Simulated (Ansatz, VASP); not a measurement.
## Two plane-wave programs on Mn

INCAR

```
ALGO     = Normal         # electronic algorithm
EDIFF    = 1E-6           # SCF threshold, eV
ENCUT    = 600            # plane-wave cutoff, eV
GGA      = PE             # functional
GGA_COMPAT= False        
ISIF     = 2              # what is computed and relaxed
ISMEAR   = -1             # smearing method
ISPIN    = 2              # spin polarisation
LASPH    = True           # aspherical terms in the spheres
LCHARG   = False          # write CHGCAR
LMAXMIX  = 4              # l up to which the mixer works
LORBIT   = 11             # projections on sites
LREAL    = False          # projectors in reciprocal space
LWAVE    = False          # write WAVECAR
MAGMOM   = 0.45           # initial moments
NBANDS   = 18             # bands
NELM     = 200            # most SCF steps
PREC     = Accurate       # precision mode
SIGMA    = 0.05           # smearing width, eV
```

The input KPOINTS:

```
k-points
0
Gamma
  13 13 13
```

Contents of POSCAR:

```
Mn
1.0
    0.0000000000      1.7450000000      1.7450000000
    1.7450000000      0.0000000000      1.7450000000
    1.7450000000      1.7450000000      0.0000000000
Mn
1
Direct
    0.0000000000      0.0000000000      0.0000000000
```

Input for Ansatz:

```yaml
crystal:
  lattice:
    - [0.0, 1.745, 1.745]
    - [1.745, 0.0, 1.745]
    - [1.745, 1.745, 0.0]
  atoms:
    - { symbol: Mn, position: [0.0, 0.0, 0.0], spin: 0.45 }
magnetization:
  spin_polarized: true
hamiltonian:
  xc: pbe
  pseudopotentials: { kind: paw }
basis:
  ecutwfc: 420
kpoints:
  mp_grid: { grid: [13, 13, 13] }
scf:
  occupations: { method: fermi_dirac, width: 0.05 }
  lower_state_search: "off"
output:
  forces: true
  stress: true
  write_density: true
  write_potential: true
  elf: true
  volumetric_format: npy
```

Change from the starting cell: parallel moments scaled by 0.1, free total moment.

Alike in both runs: task single point; functional PBE; k mesh 13 × 13 × 13; occupations fermi-dirac, width 0.05 eV; collinear spin.

|  | VASP | Ansatz |
| --- | --- | --- |
| version | VASP 6.6.1 | Ansatz 0.2.0 |
| potentials or method | VASP PAW PBE potentials, release 64 (Mn_sv), cutoff 600 eV | PAW, plane waves, scalar-relativistic |
| valence electrons in the cell | 15 | 15 |

|  | VASP | Ansatz | Ansatz less VASP |
| --- | --- | --- | --- |
| pressure (GPa) | 0.1 | 3.4 | +3.35 |
| net moment per atom (μB) | 0.07 | 0.00 | -0.065 |
| size of the moment on the site where the two differ most (μB) | 0.06 | 0.00 | -0.059 |

Site moments also hang on the region over which each program counts them. Ansatz's warnings: seeded moment not kept.
